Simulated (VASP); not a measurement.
# SiC in VASP: single point with PBE

Aim: the single point of SiC with PBE.

All numbers are computed with VASP 6.6.1; they aren't measurements. Logs are shortened: lines on timing, memory, paths and dates and some standing lists are left out, and cuts for length are marked.

### 1 The cell of the first run

The typed cell holds 12 atoms: a = 3.075 Å, b = 3.075 Å, c = 15.475 Å, α = 78.54°, β = 78.54°, γ = 60.00°.

### 2 Single point, PBE

INCAR

```
SYSTEM = SiC
PREC = Accurate
ENCUT = 520
EDIFF = 1E-7
ISMEAR = 0
SIGMA = 0.05
LREAL = .False.
LASPH = .True.
NELM = 60
ALGO = Normal
ISIF = 2
LWAVE = .False.
LCHARG = .False.
GGA = PE
NBANDS = 36
```

KPOINTS

```
Automatic mesh
0
Gamma
  10 10 2
  0 0 0
```

POSCAR

```
SiC
1.0
    2.1740000000     -2.1740000000      0.0000000000
    2.1740000000      0.0000000000     -2.1740000000
   11.5948116000      7.2465942000      7.2465942000
Si C
6 6
Direct
    0.6250201400      0.6250201400      0.0624666667
   -0.5972298600     -0.5972298600      0.8958000000
    0.1805701400      0.1805701400      0.2291333333
    0.2916701400      0.2916701400      0.5624666667
   -0.2638798600     -0.2638798600      0.3958000000
   -0.1527798600     -0.1527798600      0.7291333333
    0.3750076400      0.3750076400      0.4374666667
    0.8194576400      0.8194576400      0.2708000000
   -0.0694423600     -0.0694423600      0.6041333333
    0.0416576400      0.0416576400      0.9374666667
   -0.5138923600     -0.5138923600      0.7708000000
    0.2639076400      0.2639076400      0.1041333333
```

Potentials or basis: VASP PAW PBE potentials, release 64 (Si, C).

The run is started by

```sh
$ cat potpaw_PBE.64/Si/POTCAR potpaw_PBE.64/C/POTCAR > POTCAR
$ mpirun -np 1 vasp_std > vasp.out
```

OUTCAR:

```text
SYSTEM = SiC
   PREC = Accurate
   ENCUT = 520
   EDIFF = 1E-7
   ISMEAR = 0
   LREAL = .False.
   LASPH = .True.
   NELM = 60
   ISIF = 2
   GGA = PE

 ion  position               nearest neighbor table
   1  0.625  0.625  0.062-  12 1.88  12 1.88  12 1.88  10 2.59  10 2.59  10 2.59   2 3.07   2 3.07
                             3 3.07   3 3.07   3 3.07   2 3.07
   2  0.403  0.403  0.896-  11 1.88  10 1.88  10 1.88  10 1.88   1 3.07   1 3.07   6 3.07   6 3.07
                             6 3.07   1 3.07
   3  0.181  0.181  0.229-  12 1.88   8 1.88   8 1.88   8 1.88   1 3.07   1 3.07   1 3.07   5 3.07
                             5 3.07   5 3.07
   4  0.292  0.292  0.562-   9 1.88   9 1.88   9 1.88   7 1.88   6 3.07   6 3.07   6 3.07   5 3.07
                             5 3.07   5 3.07
   5  0.736  0.736  0.396-   8 1.88   7 1.88   7 1.88   7 1.88   4 3.07   3 3.07   4 3.07   4 3.07
                             3 3.07   3 3.07
   6  0.847  0.847  0.729-   9 1.88  11 1.88  11 1.88  11 1.88   4 3.07   4 3.07   4 3.07   2 3.07
                             2 3.07   2 3.07
   7  0.375  0.375  0.437-   4 1.88   5 1.88   5 1.88   5 1.88
   8  0.819  0.819  0.271-   5 1.88   3 1.88   3 1.88   3 1.88
   9  0.931  0.931  0.604-   4 1.88   4 1.88   4 1.88   6 1.88
  10  0.042  0.042  0.937-   2 1.88   2 1.88   2 1.88   1 2.59   1 2.59   1 2.59
  11  0.486  0.486  0.771-   2 1.88   6 1.88   6 1.88   6 1.88
  12  0.264  0.264  0.104-   1 1.88   1 1.88   1 1.88   3 1.88

  LATTYP: Found a trigonal (rhomboedric) cell.
 ALAT       =    15.1661601529
 COS(alpha) =     0.9794520407

  Lattice vectors:

 A1 = (   9.4208116000,   9.4205942000,   7.2465942000)
 A2 = (   7.2468116000,   9.4205942000,   9.4205942000)
 A3 = (   9.4208116000,   7.2465942000,   9.4205942000)

Analysis of symmetry for initial positions (statically):
=====================================================================
 Subroutine PRICEL returns:
 Original cell was already a primitive cell.

 Routine SETGRP: Setting up the symmetry group for a
 trigonal (rhombohedral) supercell.

 Subroutine GETGRP returns: Found  2 space group operations
 (whereof  2 operations were pure point group operations)
 out of a pool of 12 trial point group operations.

The static configuration has the point symmetry C_1h.

Analysis of symmetry for dynamics (positions and initial velocities):
=====================================================================
 Subroutine PRICEL returns:
 Original cell was already a primitive cell.

 Routine SETGRP: Setting up the symmetry group for a
 trigonal (rhombohedral) supercell.

 Subroutine GETGRP returns: Found  2 space group operations
 (whereof  2 operations were pure point group operations)
 out of a pool of 12 trial point group operations.

The dynamic configuration has the point symmetry C_1h.

 Subroutine INISYM returns: Found  2 space group operations
 (whereof  2 operations are pure point group operations),
 and found     1 'primitive' translations

----------------------------------------------------------------------------------------

                                     Primitive cell

  volume of cell :     123.2991

  direct lattice vectors                    reciprocal lattice vectors
     2.174000000 -2.174000000  0.000000000     0.127771389 -0.332210212  0.127771389
     2.174000000  0.000000000 -2.174000000     0.127771389  0.127771389 -0.332210212
    11.594811600  7.246594200  7.246594200     0.038331800  0.038331800  0.038331800

  length of vectors
     3.074500285  3.074500285 15.474686137     0.378172818  0.378172818  0.066392625

  position of ions in fractional coordinates (direct lattice)
     0.625020140  0.625020140  0.062466667
     0.402770140  0.402770140  0.895800000
     0.180570140  0.180570140  0.229133333
     0.291670140  0.291670140  0.562466667
     0.736120140  0.736120140  0.395800000
     0.847220140  0.847220140  0.729133333
     0.375007640  0.375007640  0.437466667
     0.819457640  0.819457640  0.270800000
     0.930557640  0.930557640  0.604133333
     0.041657640  0.041657640  0.937466667
     0.486107640  0.486107640  0.770800000
     0.263907640  0.263907640  0.104133333

  ion indices of the primitive-cell ions
   primitive index   ion index
                 1           1
                 2           2
                 3           3
                 4           4
                 5           5
                 6           6
                 7           7
                 8           8
                 9           9
                10          10
                11          11
                12          12

----------------------------------------------------------------------------------------

 KPOINTS: Automatic mesh

Automatic generation of k-mesh.
 Grid dimensions read from file:
 generate k-points for:   10   10    2

 Generating k-lattice:

  Cartesian coordinates                     Fractional coordinates (reciprocal lattice)
     0.012777139 -0.033221021  0.012777139     0.100000000  0.000000000  0.000000000
     0.012777139  0.012777139 -0.033221021     0.000000000  0.100000000  0.000000000
     0.019165900  0.019165900  0.019165900     0.000000000  0.000000000  0.500000000

  Length of vectors
     0.037817282  0.037817282  0.033196313

  Shift w.r.t. Gamma in fractional coordinates (k-lattice)
     0.000000000  0.000000000  0.000000000

 -----------------------------------------------------------------------------
|                                                                             |
|           W    W    AA    RRRRR   N    N  II  N    N   GGGG   !!!           |
|           W    W   A  A   R    R  NN   N  II  NN   N  G    G  !!!           |
|           W    W  A    A  R    R  N N  N  II  N N  N  G       !!!           |
|           W WW W  AAAAAA  RRRRR   N  N N  II  N  N N  G  GGG   !            |
|           WW  WW  A    A  R   R   N   NN  II  N   NN  G    G                |
|           W    W  A    A  R    R  N    N  II  N    N   GGGG   !!!           |
|                                                                             |
|     Your reciprocal lattice and k-lattice belong to different lattice       |
|     classes:                                                                |
|                                                                             |
|        The reciprocal lattice is rhombohedral (trigonal),                   |
|        whereas your k-lattice is base-centered monoclinic.                  |
|                                                                             |
|     Results are often still useful ...                                      |
|                                                                             |
 -----------------------------------------------------------------------------

 WARNING: IBZKPT: internal override: KBLOWUP is changed to .FALSE.
      ... skipping the blow-up phase ...

 Subroutine IBZKPT returns following result:
 ===========================================

 Found     62 irreducible k-points:

 Following reciprocal coordinates:
            Coordinates               Weight
  0.000000  0.000000  0.000000      1.000000
  0.100000  0.000000 -0.000000      4.000000
  0.200000  0.000000 -0.000000      4.000000
  0.300000  0.000000 -0.000000      4.000000
  0.400000  0.000000 -0.000000      4.000000
  0.500000  0.000000  0.000000      2.000000
[... 16 lines left out ...]
  0.300000  0.300000  0.000000      2.000000
  0.400000  0.300000 -0.000000      4.000000
 [... further k-points ...]
   k-points           NKPTS =     62   k-points in BZ     NKDIM =     62   number of bands    NBANDS=     36
   number of dos      NEDOS =    301   number of ions     NIONS =     12
   total plane-waves  NPLWV =  69120
   dimension x,y,z NGX =    24 NGY =   24 NGZ =  120
   dimension x,y,z NGXF=    48 NGYF=   48 NGZF=  240
   ions per type =               6   6
   NGX,Y,Z   is equivalent  to a cutoff of  12.98, 12.98, 12.89 a.u.
   NGXF,Y,Z  is equivalent  to a cutoff of  25.95, 25.95, 25.78 a.u.
 SYSTEM =  SiC
   PREC   = accura    normal or accurate (medium, high low for compatibility)
   ISTART =      0    job   : 0-new  1-cont  2-samecut
   ICHARG =      2    charge: 1-file 2-atom 10-const
   ISPIN  =      1    spin polarized calculation?
   LNONCOLLINEAR =      F non collinear calculations
   LSORBIT =      F    spin-orbit coupling
   LASPH  =      T    aspherical Exc in radial PAW
   ENCUT  =  520.0 eV  38.22 Ry    6.18 a.u.   5.72  5.72 28.77*2*pi/ulx,y,z
   NELM   =     60;   NELMIN=  2; NELMDL= -5     # of ELM steps
   EDIFF  = 0.1E-06   stopping-criterion for ELM
   LREAL  =      F    real-space projection
   EDIFFG = 0.1E-05   stopping-criterion for IOM
   NSW    =      0    number of steps for IOM
   IBRION =     -1    ionic relax: 0-MD 1-quasi-New 2-CG
   NFREE  =      0    steps in history (QN), initial steepest desc. (CG)
   ISIF   =      2    stress and relaxation
   ISYM   =      2    0-nonsym 1-usesym 2-fastsym
   POTIM  = 0.5000    time-step for ionic-motion
   TEBEG  =    0.0;   TEEND  =   0.0 temperature during run
   PSTRESS=    0.0 pullay stress
   NELECT =      48.0000    total number of electrons
   NUPDOWN=      -1.0000    fix difference up-down
   EMIN   =  10.00;   EMAX   =-10.00  energy-range for DOS
   EFERMI =   0.00;   METHOD = LEGACY
   ISMEAR =     0;   SIGMA  =   0.05  broadening in eV -4-tet -1-fermi 0-gaus
   EFERMI_NEDOS =   21; number of points for ismear=-14 and -15
   IALGO  =     38    algorithm
   IMIX   =      4    mixing-type and parameters
     AMIX     =   0.40;   BMIX     =  1.00
     AMIX_MAG =   1.60;   BMIX_MAG =  1.00
  volume/ion in A,a.u.               =      10.27        69.34
  Fermi-wavevector in a.u.,A,eV,Ry     =   1.195369  2.258920 19.441458  1.428907
  Thomas-Fermi vector in A             =   2.331336
   LORBIT       =      0    0 simple, 1 ext, 2 COOP (PROOUT), +10 PAW based schemes
   GGA     = PE    functional components
   LHFCALC =     F    Hartree Fock is set to
   AEXX    =    0.0000 exact exchange contribution
   IVDW    =     0    specifies the selected vdW correction
   LEPSILON=     F    determine dielectric tensor
   LRPA    =     F    only Hartree local field effects (RPA)
 non-spin polarized calculation
 Gauss-broadening in eV      SIGMA  =   0.05
  energy-cutoff  :      520.00
  volume of cell :      123.30
 maximum number of plane-waves:      3340
   NGX = 11   NGY = 11   NGZ = 57

 number of electron      48.0000003 magnetization

 Free energy of the ion-electron system (eV)
  ---------------------------------------------------
  ext. energy  EPLUGINS =         0.00000000
  ---------------------------------------------------
  free energy    TOTEN  =       -88.48602890 eV

  energy without entropy =      -88.48602890  energy(sigma->0) =      -88.48602890

 E-fermi :   8.8319     XC(G=0): -11.4288

 val. band max:        8.5469934693   @ k =   0.0000   0.0000   0.0000
 cond. band min:       9.4988061672   @ k =  -0.3000   0.3000   0.0000
 fundamental gap:      0.9518126979
 Fermi energy:         8.8318765750

 k-point     1 :       0.0000    0.0000    0.0000
  band No.  band energies     occupation
      1      -7.2634      2.00000
      2      -6.7233      2.00000
      3      -6.6545      2.00000
      4      -5.2127      2.00000
      5      -5.1072      2.00000
      6      -3.6451      2.00000
[... 28 lines left out ...]
     35      15.7034      0.00000
     36      15.7382      0.00000
[... 866 lines left out ...]
      6      -2.3281      2.00000
[... 28 lines left out ...]
     35      15.6694      0.00000
     36      16.2024      0.00000

 [... further k-points ...]

------------------------ aborting loop because EDIFF is reached ----------------------------------------

  FORCE on cell =-STRESS in cart. coord.  units (eV):
  Direction    XX          YY          ZZ          XY          YZ          ZX
  --------------------------------------------------------------------------------------
  -------------------------------------------------------------------------------------
  Total        1.8729280      1.8733249      1.8733249      1.3230038      1.3219284      1.3230038
  in kB       24.3372660     24.3424246     24.3424246     17.1914220     17.1774483     17.1914220
  external PRESSURE =      24.3407050 kB  Pullay stress =       0.0000000 kB

 VOLUME and BASIS-vectors are now :
 -----------------------------------------------------------------------------
  energy-cutoff  :      520.00
  volume of cell :      123.30
      direct lattice vectors                 reciprocal lattice vectors
     2.174000000 -2.174000000  0.000000000     0.127771389 -0.332210212  0.127771389
     2.174000000  0.000000000 -2.174000000     0.127771389  0.127771389 -0.332210212
    11.594811600  7.246594200  7.246594200     0.038331800  0.038331800  0.038331800

 POSITION                                       TOTAL-FORCE (eV/Angst)
 -----------------------------------------------------------------------------------
      3.44188     -0.90612     -0.90612        -0.260157     -0.260730     -0.260730
     12.13788      5.61588      5.61588        -0.017501     -0.017618     -0.017618
      3.44188      1.26788      1.26788         0.084693      0.084719      0.084719
      7.78988      3.44188      3.44188         0.053326      0.053323      0.053323
      7.78988      1.26788      1.26788         0.062333      0.062350      0.062350
     12.13788      3.44188      3.44188         0.052637      0.052605      0.052605
      6.70288      2.35488      2.35488        -0.055250     -0.055240     -0.055240
      6.70288      0.18088      0.18088        -0.043837     -0.043898     -0.043898
     11.05088      2.35488      2.35488        -0.058482     -0.058434     -0.058434
     11.05088      6.70288      6.70288         0.107300      0.107727      0.107727
     11.05088      4.52888      4.52888        -0.086454     -0.086423     -0.086423
      2.35488      0.18088      0.18088         0.161390      0.161619      0.161619
 -----------------------------------------------------------------------------------
    total drift:                               -0.000391     -0.000390     -0.000390

  FREE ENERGIE OF THE ION-ELECTRON SYSTEM (eV)
  ---------------------------------------------------
  free  energy   TOTEN  =       -88.4860288973 eV

  energy  without entropy=      -88.4860288973  energy(sigma->0) =      -88.48602890
```

Run time: 2.6 min. Hardware: 1 thread of Intel Xeon Platinum 8488C (Sapphire Rapids), shared host; peak memory 0.37 GiB.

Results:

| Item | Value |
| --- | --- |
| Free energy | -88.4860 eV |
| Pressure | 2.4 GPa |
| Largest force | 0.451 eV/Å |
| Band gap on the k mesh | 0.95 eV (least direct gap 2.01 eV) |

Forces in eV/Å, atoms in the order of the input:
```
Si  -0.260 -0.261 -0.261
Si  -0.018 -0.018 -0.018
Si   0.085  0.085  0.085
Si   0.053  0.053  0.053
Si   0.062  0.062  0.062
Si   0.053  0.053  0.053
C   -0.055 -0.055 -0.055
C   -0.044 -0.044 -0.044
C   -0.058 -0.058 -0.058
C    0.107  0.108  0.108
C   -0.086 -0.086 -0.086
C    0.161  0.162  0.162
```

Stress tensor (GPa, compression positive):
```
2.43 1.72 1.72
1.72 2.43 1.72
1.72 1.72 2.43
```

A k mesh can miss the band edges.
